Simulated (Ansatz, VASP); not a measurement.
## Two plane-wave programs on Zr3S2

File INCAR:

```
PREC     = Accurate       # precision mode
ENCUT    = 520            # plane-wave cutoff, eV
EDIFF    = 1E-6           # SCF threshold, eV
ISMEAR   = 0              # smearing method
SIGMA    = 0.15           # smearing width, eV
LREAL    = False          # projectors in reciprocal space
LASPH    = True           # aspherical terms in the spheres
NELM     = 100            # most SCF steps
ALGO     = Normal         # electronic algorithm
ISIF     = 2              # what is computed and relaxed
LWAVE    = False          # write WAVECAR
LCHARG   = False          # write CHGCAR
GGA      = PE             # functional
NBANDS   = 32             # bands
```

File KPOINTS:

```
Automatic mesh
0
Gamma
  12 12 12
```

File POSCAR:

```
Zr3S2
1.0
    2.8952118352      1.6715513324      3.6543929211
   -2.8952118352      1.6715513324      3.6543929211
    0.0000000000     -3.3431026648      3.6543929212
Zr S
3 2
Direct
    0.1621066357      0.8378933643      0.5000000000
    0.5000000000      0.1621066357      0.8378933643
    0.8378933643      0.5000000000      0.1621066357
    0.3347765468      0.3347765468      0.3347765468
    0.6652234532      0.6652234532      0.6652234532
```

Input for Ansatz:

```yaml
crystal:
  lattice:
    - [2.8952118352, 1.6715513324, 3.6543929211]
    - [-2.8952118352, 1.6715513324, 3.6543929211]
    - [0.0, -3.3431026648, 3.6543929212]
  atoms:
    - { symbol: Zr, position: [0.1621066357, 0.8378933643, 0.5] }
    - { symbol: Zr, position: [0.5, 0.1621066357, 0.8378933643] }
    - { symbol: Zr, position: [0.8378933643, 0.5, 0.1621066357] }
    - { symbol: S, position: [0.3347765468, 0.3347765468, 0.3347765468] }
    - { symbol: S, position: [0.6652234532, 0.6652234532, 0.6652234532] }
basis:
  ecutwfc: 420
kpoints:
  mp_grid: { grid: [12, 12, 12] }
hamiltonian:
  xc: pbe
scf:
  occupations: { method: gaussian, width: 0.15 }
output:
  forces: true
  stress: true
  eigenvalues: true
```

Change from the starting cell: strain +0.000 along x and y, +0.050 along z, atoms carried along.

Alike in both runs: task single point; functional PBE; k mesh 12 × 12 × 12; occupations gaussian, width 0.15 eV; no spin polarisation.

|  | VASP | Ansatz |
| --- | --- | --- |
| version | VASP 6.6.1 | Ansatz 0.2.0 |
| potentials or method | VASP PAW PBE potentials, release 64 (Zr_sv, S), cutoff 520 eV | scalar-relativistic, plane waves, PAW |
| valence electrons in the cell | 48 | 48 |

|  | VASP | Ansatz | Ansatz less VASP |
| --- | --- | --- | --- |
| gap on the k mesh at the Fermi level (eV) | none | none | - |
| pressure (GPa) | -5.3 | -5.4 | -0.01 |
| traceless stress, the component that is largest in VASP (GPa) | -3.25 | -3.28 | -0.032 |
| rms of the force components (eV/Å) | 0.025 | 0.025 | +0.0007 |

Atom by atom the forces differ by 0.001 eV/Å (rms over components). A gap of «none» marks a metal or a gap that the smearing closes.
